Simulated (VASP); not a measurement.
A run of VASP 6.6.1 is set up as follows.

Contents of INCAR:

```
SYSTEM = SrAgO3
ALGO = Normal ; EDIFF = 1E-7
ENCUT = 520 ; ISIF = 2
ISMEAR = -1 ; LASPH = .True.
LCHARG = .False. ; LREAL = .False.
LWAVE = .False. ; NBANDS = 28
NELM = 100 ; PREC = Accurate
SIGMA = 0.15
```

KPOINTS

```
k-points
0
Gamma
  6 6 6
  0 0 0
```

File POSCAR:

```
SrAgO3
1.0
    4.0405693187      0.0000000000      0.0000000000
    0.0000000000      4.0405693187      0.0000000000
    0.0000000000      0.0000000000      4.0405693187
Sr Ag O
1 1 3
Direct
    0.0000000000      0.0000000000      0.0000000000
    0.5000000000      0.5000000000      0.5000000000
    0.5000000000      0.5000000000      0.0000000000
    0.5000000000      0.0000000000      0.5000000000
    0.0000000000      0.5000000000      0.5000000000
```

Potentials or basis: VASP PAW LDA potentials, release 64 (Sr_sv, Ag, O).

Run with:

```bash
$ cat potpaw_LDA.64/Sr_sv/POTCAR potpaw_LDA.64/Ag/POTCAR potpaw_LDA.64/O/POTCAR > POTCAR
$ mpirun -np 1 vasp_std > vasp.out
```

Problem. Predict the pressure.

Solution. -6.1 GPa.

Caveat: an odd number of electrons without spin polarisation forces a metal; a magnetic or distorted state may lie lower.
